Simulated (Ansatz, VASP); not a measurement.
# One calculation of CdC2S2O2, two programs

File POSCAR:

```
CdC2S2O2
1.0
    0.0000000000      3.9964690000      0.0000000000
    5.3777330000     -1.9982350000      0.0000000000
    0.5855000000      0.0000000000     -6.3355210000
C Cd O S
2 1 2 2
Direct
    0.2597000000      0.5194000000      0.7739000000
    0.7403000000      0.4806000000      0.2261000000
    0.0000000000      0.0000000000      0.0000000000
    0.3580000000      0.7160000000      0.8362000000
    0.6420000000      0.2840000000      0.1638000000
    0.1269000000      0.2538000000      0.6778000000
    0.8731000000      0.7462000000      0.3222000000
```

Contents of INCAR.step1:

```
PREC     = Accurate       # precision mode
ENCUT    = 520            # plane-wave cutoff, eV
ISMEAR   = -1             # smearing method
SIGMA    = 0.1            # smearing width, eV
LREAL    = F              # projectors in reciprocal space
LASPH    = T              # aspherical terms in the spheres
NELM     = 80             # most SCF steps
NBANDS   = 31             # bands
GGA      = PE             # functional
ALGO     = Normal         # electronic algorithm
EDIFF    = 1E-4           # SCF threshold, eV
LWAVE    = T              # write WAVECAR
LCHARG   = F              # write CHGCAR
```

Contents of INCAR.step2:

```
PREC     = Accurate       # precision mode
ENCUT    = 520            # plane-wave cutoff, eV
EDIFF    = 1E-6           # SCF threshold, eV
ISMEAR   = -1             # smearing method
SIGMA    = 0.1            # smearing width, eV
LREAL    = F              # projectors in reciprocal space
LASPH    = T              # aspherical terms in the spheres
NELM     = 80             # most SCF steps
ALGO     = Normal         # electronic algorithm
ISIF     = 2              # what is computed and relaxed
LWAVE    = F              # write WAVECAR
LCHARG   = T              # write CHGCAR
METAGGA  = R2SCAN         # meta-GGA
LMIXTAU  = T            
LELF     = T              # ELF
LVHAR    = T            
NBANDS   = 31             # bands
ISTART   = 1
```

File KPOINTS:

```
Automatic mesh
0
Gamma
  7 7 4
```

Input for Ansatz:

```yaml
crystal:
  lattice:
    - [0.0, 3.996469, 0.0]
    - [5.377733, -1.998235, 0.0]
    - [0.5855, 0.0, -6.335521]
  atoms:
    - { symbol: C, position: [0.2597, 0.5194, 0.7739] }
    - { symbol: C, position: [0.7403, 0.4806, 0.2261] }
    - { symbol: Cd, position: [0.0, 0.0, 0.0] }
    - { symbol: O, position: [0.358, 0.716, 0.8362] }
    - { symbol: O, position: [0.642, 0.284, 0.1638] }
    - { symbol: S, position: [0.1269, 0.2538, 0.6778] }
    - { symbol: S, position: [0.8731, 0.7462, 0.3222] }
  symmetry: { tolerance: 0.0003 }
kpoints:
  mp_grid: { grid: [7, 7, 4], shift: [0, 0, 0] }
  band_path:
    path:
      - [0.0, 0.0, 0.0]
      - [0.56962382, -0.28481191, 0.0]
      - [0.43037618, -0.71518809, 0.0]
      - [0.0, -0.5, 0.0]
      - [0.0, 0.0, 0.0]
      - [0.0, -0.5, -0.5]
      - [0.44120687, -0.72060343, -0.5]
      - [0.55879313, -0.27939657, -0.5]
      - [0.0, 0.0, -0.5]
      - [0.0, 0.0, 0.0]
      - [0.5, -0.5, -0.5]
    npoints: 7
magnetization:
  spin_polarized: false
scf:
  occupations: { method: fermi_dirac }
  lower_state_search: "off"
  max_iter: 200
hamiltonian:
  pseudopotentials: { kind: paw }
  xc: r2scan
basis:
  ecutwfc: 500
  fft_grid_basis: typed
output:
  forces: true
  stress: true
  eigenvalues: true
  bader: true
  populations: true
  elf: true
  write_potential: true
  volumetric_format: npy
  dos:
    e_range: [-12, 8]
    de: 0.05
    projected: { site_lists: { C: [C], Cd: [Cd], O: [O], S: [S] } }
checkpoint:
  read: saved_state
```

Alike in both runs: task single point; functional r2SCAN; k mesh 7 × 7 × 4; no spin polarisation.

|  | VASP | Ansatz |
| --- | --- | --- |
| version | VASP 6.6.1 | Ansatz 0.2.0 |
| potentials or method | VASP PAW PBE potentials, release 64 (C, Cd, O, S), cutoff 520 eV | PAW plane waves |
| occupations | fermi-dirac, width 0.1 eV | fermi-dirac |
| valence electrons in the cell | 44 | 52 |

Ansatz gave:

* pressure (GPa): 6.7
* traceless stress, the component that is largest in VASP (GPa): -6.20
* rms of the force components (eV/Å): 1.779

**Question.** Estimate VASP's values.

**Answer.** Pressure (GPa): 7.3; traceless stress, the component that is largest in VASP (GPa): -6.92; rms of the force components (eV/Å): 2.166.

VASP's potentials were made for PBE, not for r2SCAN. Atom by atom the forces differ by 0.422 eV/Å (rms over components). VASP's potentials hold 44 valence electrons a cell and Ansatz's 52, so a difference there can come from the potentials and not from the codes.

Noted on VASP's run: the standard files for N, O and F lose accuracy on very short bonds.
